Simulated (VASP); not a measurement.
# Re (P6/mmm) in VASP: notebook

Runs on Re. Level: RPBE. Tasks: single point.

Program: VASP 6.6.1. These are calculated values, not measurements. Logs are shortened: lines on timing, memory, paths and dates and some standing lists are left out, and cuts for length are marked.

## Step 1: The cell of the first run

It takes space group P6/mmm (No. 191, hexagonal). The conventional cell has a = 4.396 Å, b = 4.396 Å, c = 2.755 Å, α = 90.00°, β = 90.00°, γ = 120.00°. Within 3.6 Å of Re (site symmetry 6/mmm) lie 14 Re at 2.75 to 2.89 Å. Re (site symmetry -6m2) has 11 Re at 2.54 to 2.89 Å within 3.3 Å.

This isn't the form of Re at room conditions, which is hcp.

## Step 2: Single point, RPBE

Input file INCAR:

```
SYSTEM = Re
  ALGO = Normal
  EDIFF = 1E-6
  ENCUT = 520
  GGA = RP
  ISIF = 2
  ISMEAR = -1
  LASPH = .TRUE.
  LCHARG = .FALSE.
  LREAL = .FALSE.
  LWAVE = .FALSE.
  NBANDS = 18
  NELM = 60
  PREC = Accurate
  SIGMA = 0.1
```

Input file KPOINTS:

```
k-points
0
G
  8 8 12
  0 0 0
```

Input file POSCAR:

```
Re
1.0
    4.3958329721      0.0000000000      0.0000000000
   -2.1979164861      3.8069030247      0.0000000000
    0.0000000000      0.0000000000      2.7548961293
Re
3
Direct
    1.0000000000      1.0000000000      1.0000000000
    0.3333333333      0.6666666667      0.5000000000
    0.6666666667      0.3333333333      0.5000000000
```

Potentials or basis: VASP PAW PBE potentials, release 64 (Re).

Command:

```bash
$ cat potpaw_PBE.64/Re/POTCAR > POTCAR
$ mpirun -np 1 vasp_std > vasp.out
```

OUTCAR:

```text
SYSTEM = Re
   EDIFF = 1E-6
   ENCUT = 520
   GGA = RP
   ISIF = 2
   ISMEAR = -1
   LASPH = .TRUE.
   LREAL = .FALSE.
   NELM = 60
   PREC = Accurate

 ion  position               nearest neighbor table
   1  0.000  0.000  0.000-   2 2.89   3 2.89   2 2.89   3 2.89   3 2.89   3 2.89   2 2.89   2 2.89
                             3 2.89   3 2.89   2 2.89   2 2.89
   2  0.333  0.667  0.500-   3 2.54   3 2.54   3 2.54   1 2.89   1 2.89   1 2.89   1 2.89   1 2.89
                             1 2.89
   3  0.667  0.333  0.500-   2 2.54   2 2.54   2 2.54   1 2.89   1 2.89   1 2.89   1 2.89   1 2.89
                             1 2.89

  LATTYP: Found a hexagonal cell.
 ALAT       =     4.3958329721
 C/A-ratio  =     0.6267062800

  Lattice vectors:

 A1 = (   4.3958329721,   0.0000000000,   0.0000000000)
 A2 = (  -2.1979164861,   3.8069030247,   0.0000000000)
 A3 = (   0.0000000000,   0.0000000000,   2.7548961293)

Analysis of symmetry for initial positions (statically):
=====================================================================
 Subroutine PRICEL returns:
 Original cell was already a primitive cell.

 Routine SETGRP: Setting up the symmetry group for a
 hexagonal supercell.

 Subroutine GETGRP returns: Found 24 space group operations
 (whereof 24 operations were pure point group operations)
 out of a pool of 24 trial point group operations.

The static configuration has the point symmetry D_6h.

Analysis of symmetry for dynamics (positions and initial velocities):
=====================================================================
 Subroutine PRICEL returns:
 Original cell was already a primitive cell.

 Routine SETGRP: Setting up the symmetry group for a
 hexagonal supercell.

 Subroutine GETGRP returns: Found 24 space group operations
 (whereof 24 operations were pure point group operations)
 out of a pool of 24 trial point group operations.

The dynamic configuration has the point symmetry D_6h.

 Subroutine INISYM returns: Found 24 space group operations
 (whereof 24 operations are pure point group operations),
 and found     1 'primitive' translations

----------------------------------------------------------------------------------------

                                     Primitive cell

  volume of cell :      46.1018

  direct lattice vectors                    reciprocal lattice vectors
     4.395832972  0.000000000  0.000000000     0.227488170  0.131340356  0.000000000
    -2.197916486  3.806903025  0.000000000     0.000000000  0.262680713  0.000000000
     0.000000000  0.000000000  2.754896129     0.000000000  0.000000000  0.362990092

  length of vectors
     4.395832972  4.395832972  2.754896129     0.262680713  0.262680713  0.362990092

  position of ions in fractional coordinates (direct lattice)
     0.000000000  0.000000000  0.000000000
     0.333333333  0.666666667  0.500000000
     0.666666667  0.333333333  0.500000000

  ion indices of the primitive-cell ions
   primitive index   ion index
                 1           1
                 2           2
                 3           3

----------------------------------------------------------------------------------------

 KPOINTS: k-points

Automatic generation of k-mesh.
 Grid dimensions read from file:
 generate k-points for:    8    8   12

 Generating k-lattice:

  Cartesian coordinates                     Fractional coordinates (reciprocal lattice)
     0.028436021  0.016417545  0.000000000     0.125000000  0.000000000  0.000000000
     0.000000000  0.032835089  0.000000000     0.000000000  0.125000000  0.000000000
     0.000000000  0.000000000  0.030249174     0.000000000  0.000000000  0.083333333

  Length of vectors
     0.032835089  0.032835089  0.030249174

  Shift w.r.t. Gamma in fractional coordinates (k-lattice)
     0.000000000  0.000000000  0.000000000

 Subroutine IBZKPT returns following result:
 ===========================================

 Found     70 irreducible k-points:

 Following reciprocal coordinates:
            Coordinates               Weight
  0.000000  0.000000  0.000000      1.000000
  0.125000  0.000000  0.000000      6.000000
  0.250000  0.000000  0.000000      6.000000
  0.375000  0.000000  0.000000      6.000000
  0.500000  0.000000  0.000000      3.000000
  0.125000  0.125000  0.000000      6.000000
[... 16 lines left out ...]
  0.250000  0.000000  0.166667     12.000000
  0.375000  0.000000  0.166667     12.000000
 [... further k-points ...]
   k-points           NKPTS =     70   k-points in BZ     NKDIM =     70   number of bands    NBANDS=     18
   number of dos      NEDOS =    301   number of ions     NIONS =      3
   total plane-waves  NPLWV =  25920
   dimension x,y,z NGX =    36 NGY =   36 NGZ =   20
   dimension x,y,z NGXF=    72 NGYF=   72 NGZF=   40
   ions per type =               3
   NGX,Y,Z   is equivalent  to a cutoff of  13.61, 13.61, 12.07 a.u.
   NGXF,Y,Z  is equivalent  to a cutoff of  27.23, 27.23, 24.14 a.u.
 SYSTEM =  Re
   PREC   = accura    normal or accurate (medium, high low for compatibility)
   ISTART =      0    job   : 0-new  1-cont  2-samecut
   ICHARG =      2    charge: 1-file 2-atom 10-const
   ISPIN  =      1    spin polarized calculation?
   LNONCOLLINEAR =      F non collinear calculations
   LSORBIT =      F    spin-orbit coupling
   LASPH  =      T    aspherical Exc in radial PAW
   ENCUT  =  520.0 eV  38.22 Ry    6.18 a.u.   8.17  8.17  5.12*2*pi/ulx,y,z
   NELM   =     60;   NELMIN=  2; NELMDL= -5     # of ELM steps
   EDIFF  = 0.1E-05   stopping-criterion for ELM
   LREAL  =      F    real-space projection
   EDIFFG = 0.1E-04   stopping-criterion for IOM
   NSW    =      0    number of steps for IOM
   IBRION =     -1    ionic relax: 0-MD 1-quasi-New 2-CG
   NFREE  =      0    steps in history (QN), initial steepest desc. (CG)
   ISIF   =      2    stress and relaxation
   ISYM   =      2    0-nonsym 1-usesym 2-fastsym
   POTIM  = 0.5000    time-step for ionic-motion
   TEBEG  =    0.0;   TEEND  =   0.0 temperature during run
   PSTRESS=    0.0 pullay stress
   NELECT =      21.0000    total number of electrons
   NUPDOWN=      -1.0000    fix difference up-down
   EMIN   =  10.00;   EMAX   =-10.00  energy-range for DOS
   EFERMI =   0.00;   METHOD = LEGACY
   ISMEAR =    -1;   SIGMA  =   0.10  broadening in eV -4-tet -1-fermi 0-gaus
   EFERMI_NEDOS =   21; number of points for ismear=-14 and -15
   IALGO  =     38    algorithm
   IMIX   =      4    mixing-type and parameters
     AMIX     =   0.40;   BMIX     =  1.00
     AMIX_MAG =   1.60;   BMIX_MAG =  1.00
  volume/ion in A,a.u.               =      15.37       103.70
  Fermi-wavevector in a.u.,A,eV,Ry     =   1.259627  2.380349 21.587812  1.586659
  Thomas-Fermi vector in A             =   2.393177
   LORBIT       =      0    0 simple, 1 ext, 2 COOP (PROOUT), +10 PAW based schemes
   GGA     = RP    functional components
   LHFCALC =     F    Hartree Fock is set to
   AEXX    =    0.0000 exact exchange contribution
   IVDW    =     0    specifies the selected vdW correction
   LEPSILON=     F    determine dielectric tensor
   LRPA    =     F    only Hartree local field effects (RPA)
 non-spin polarized calculation
  energy-cutoff  :      520.00
  volume of cell :       46.10
 maximum number of plane-waves:      1262
 NGX is ok and might be reduce to    36
   NGX = 17   NGY = 17   NGZ = 11

 number of electron      21.0000003 magnetization

 Free energy of the ion-electron system (eV)
  ---------------------------------------------------
  ext. energy  EPLUGINS =         0.00000000
  ---------------------------------------------------
  free energy    TOTEN  =       -34.98962581 eV

  energy without entropy =      -34.91281261  energy(sigma->0) =      -34.95121921

 E-fermi :   7.5028     XC(G=0): -13.4421

 val. band max:        7.4940546270   @ k =   0.5000   0.0000   0.2500
 cond. band min:       7.5034953642   @ k =   0.2500   0.0000   0.2500
 fundamental gap:      0.0094407371
 Fermi energy:         7.5027536221

 k-point     1 :       0.0000    0.0000    0.0000
  band No.  band energies     occupation
      1      -2.1035      2.00000
      2       1.8662      2.00000
      3       4.4689      2.00000
      4       4.7364      2.00000
      5       4.7364      2.00000
      6       4.7606      2.00000
[... 10 lines left out ...]
     17      15.5476      0.00000
     18      17.1120      0.00000

 k-point     2 :       0.1250    0.0000    0.0000
  band No.  band energies     occupation
      1      -1.8536      2.00000
      2       1.9422      2.00000
      3       3.5648      2.00000
      4       4.2103      2.00000
      5       4.2162      2.00000
      6       5.2600      2.00000
[... 10 lines left out ...]
     17      15.4957      0.00000
     18      16.2075      0.00000

 k-point     3 :       0.2500    0.0000    0.0000
  band No.  band energies     occupation
      1      -1.1467      2.00000
      2       1.9174      2.00000
      3       2.7065      2.00000
      4       3.5488      2.00000
      5       3.9743      2.00000
      6       5.1629      2.00000
[... 10 lines left out ...]
     17      13.6774      0.00000
     18      14.2827      0.00000

 k-point     4 :       0.3750    0.0000    0.0000
  band No.  band energies     occupation
      1      -0.1153      2.00000
      2       1.3954      2.00000
      3       2.1551      2.00000
      4       3.4696      2.00000
      5       3.9829      2.00000
      6       4.6944      2.00000
[... 375 lines left out ...]
      4       3.6732      2.00000
      5       4.0352      2.00000
      6       4.4587      2.00000
[... 10 lines left out ...]
     17      15.3125      0.00000
     18      16.2787      0.00000

 k-point    23 :       0.2500    0.0000    0.1667
  band No.  band energies     occupation
      1      -0.4251      2.00000
      2       2.5595      2.00000
      3       3.2206      2.00000
      4       3.5367      2.00000
      5       3.6201      2.00000
      6       4.8434      2.00000
[... 10 lines left out ...]
     17      14.0192      0.00000
     18      15.1638      0.00000

 k-point    24 :       0.3750    0.0000    0.1667
  band No.  band energies     occupation
      1       0.5414      2.00000
      2       1.9788      2.00000
      3       2.7273      2.00000
      4       3.7397      2.00000
      5       3.7546      2.00000
      6       5.0065      2.00000
[... 10 lines left out ...]
     17      12.3033      0.00000
     18      13.7496      0.00000

 [... further k-points ...]

------------------------ aborting loop because EDIFF is reached ----------------------------------------

  FORCE on cell =-STRESS in cart. coord.  units (eV):
  Direction    XX          YY          ZZ          XY          YZ          ZX
  --------------------------------------------------------------------------------------
  -------------------------------------------------------------------------------------
  Total       -0.3407860     -0.3407860     -0.1160326      0.0000000     -0.0000000      0.0000000
  in kB      -11.8433375    -11.8433375     -4.0324811      0.0000000     -0.0000000      0.0000000
  external PRESSURE =      -9.2397187 kB  Pullay stress =       0.0000000 kB

 VOLUME and BASIS-vectors are now :
 -----------------------------------------------------------------------------
  energy-cutoff  :      520.00
  volume of cell :       46.10
      direct lattice vectors                 reciprocal lattice vectors
     4.395832972  0.000000000  0.000000000     0.227488170  0.131340356  0.000000000
    -2.197916486  3.806903025  0.000000000     0.000000000  0.262680713  0.000000000
     0.000000000  0.000000000  2.754896129     0.000000000  0.000000000  0.362990092

 POSITION                                       TOTAL-FORCE (eV/Angst)
 -----------------------------------------------------------------------------------
      0.00000      0.00000      0.00000        -0.000000      0.000000     -0.000000
     -0.00000      2.53794      1.37745        -0.000000      0.000000      0.000000
      2.19792      1.26897      1.37745         0.000000      0.000000     -0.000000
 -----------------------------------------------------------------------------------
    total drift:                                0.000000      0.000000     -0.000000

  FREE ENERGIE OF THE ION-ELECTRON SYSTEM (eV)
  ---------------------------------------------------
  free  energy   TOTEN  =       -34.9896258092 eV

  energy  without entropy=      -34.9128126147  energy(sigma->0) =      -34.95121921
```

It took 80 s on 1 thread of Intel Xeon 8259CL, shared host; peak memory 0.19 GiB.

Results:

* Free energy: -34.9896 eV
* Pressure: -0.9 GPa
* Band gap on the k mesh: zero (an odd number of electrons rules out a gap without spin polarisation)

Stress tensor (GPa, compression positive):
```
-1.18  0.00  0.00
 0.00 -1.18  0.00
 0.00  0.00 -0.40
```

Caveat: the PAW data sets were made with another functional, which shifts forces and pressure a little; spin-orbit coupling is left out, which moves the levels of the heavy elements.

## Step 3: Single point, RPBE (13.52 Å³/atom)

This run uses another cell than the first one, of 13.52 Å³/atom.

Input file INCAR:

```
SYSTEM = Re
  PREC = Accurate
  ENCUT = 520
  EDIFF = 1E-6
  ISMEAR = -1
  SIGMA = 0.1
  LREAL = .FALSE.
  LASPH = .TRUE.
  NELM = 80
  ALGO = Normal
  ISIF = 2
  LWAVE = .FALSE.
  LCHARG = .FALSE.
  GGA = RP
  NBANDS = 18
```

Input file KPOINTS:

```
regular mesh
0
G
  9 9 13
  0 0 0
```

Input file POSCAR:

```
Re
1.0
    4.2124562782      0.0000000000      0.0000000000
   -2.1062281391      3.6480941493      0.0000000000
    0.0000000000      0.0000000000      2.6399728036
Re
3
Direct
    1.0000000000      1.0000000000      1.0000000000
    0.3333333333      0.6666666667      0.5000000000
    0.6666666667      0.3333333333      0.5000000000
```

Potentials or basis: VASP PAW PBE potentials, release 64 (Re).

Command:

```bash
$ cat potpaw_PBE.64/Re/POTCAR > POTCAR
$ mpirun -np 1 vasp_std > vasp.out
```

Run time: 70 s. Hardware: 1 thread of Intel Xeon 8259CL, shared host; peak memory 0.19 GiB.

The run converged. Its results:

```
Free energy            : -34.1344 eV
Pressure               : 56.8 GPa
Band gap on the k mesh : zero (an odd number of electrons rules out a gap without spin polarisation)
```

Stress tensor (GPa, compression positive):
```
58.95  0.00  0.00
 0.00 58.95  0.00
 0.00  0.00 52.58
```

Levels at points of the mesh, in eV from the Fermi level:
```csv
k point,band 7,band 8,band 9,band 10,band 11,band 12,band 13,band 14
"(0.00, 0.00, 0.00)",-3.14,-2.18,-0.96,-0.96,-0.04,-0.04,0.03,0.03
```

Caveat: the stress differs along the axes, from 53 to 59 GPa; the PAW data sets were made with another functional, which shifts forces and pressure a little; spin-orbit coupling is left out, which moves the levels of the heavy elements.

The gap in the log of VASP goes by the Fermi energy; the results here count the filled bands.